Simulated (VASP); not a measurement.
The system is Pb.

```
CELL_PARAMETERS angstrom
3.48000 0.00000 0.00000
-1.74000 3.01377 0.00000
0.00000 0.00000 5.59000
ATOMIC_POSITIONS crystal
Pb 0.67832 0.35185 0.74640
Pb 0.34252 0.68720 0.25624
```

This cell differs from its parent crystal: atoms moved at random.

Base run:

| Item | Value |
| --- | --- |
| Program | VASP 6.6.1 |
| Functional | PBEsol |
| Potentials or basis | VASP PAW PBE potentials, release 64 (Pb_d) |
| Cutoff | 520 eV |
| k mesh | 9 × 9 × 5 |
| Occupations | fermi-dirac, width 0.05 eV |
| Spin | no spin polarisation |

Its results: band gap on the k mesh zero (bands 14 and 15 overlap by 7.77 eV); pressure 1.1 GPa; largest force 0.076 eV/Å.

The run is repeated on the same cell with these changes: functional from PBEsol to PBE. What comes out?

Band gap on the k mesh zero (bands 14 and 15 overlap by 7.76 eV); pressure 4.1 GPa; largest force 0.096 eV/Å.

PBE binds less tightly than PBEsol, so the same cell stands under more pressure.

Caveats: spin-orbit coupling is left out, which moves the levels of the heavy elements; the PAW data sets were made with another functional, which shifts forces and pressure a little (at least some runs); the cell stands under pressure (at least some runs).
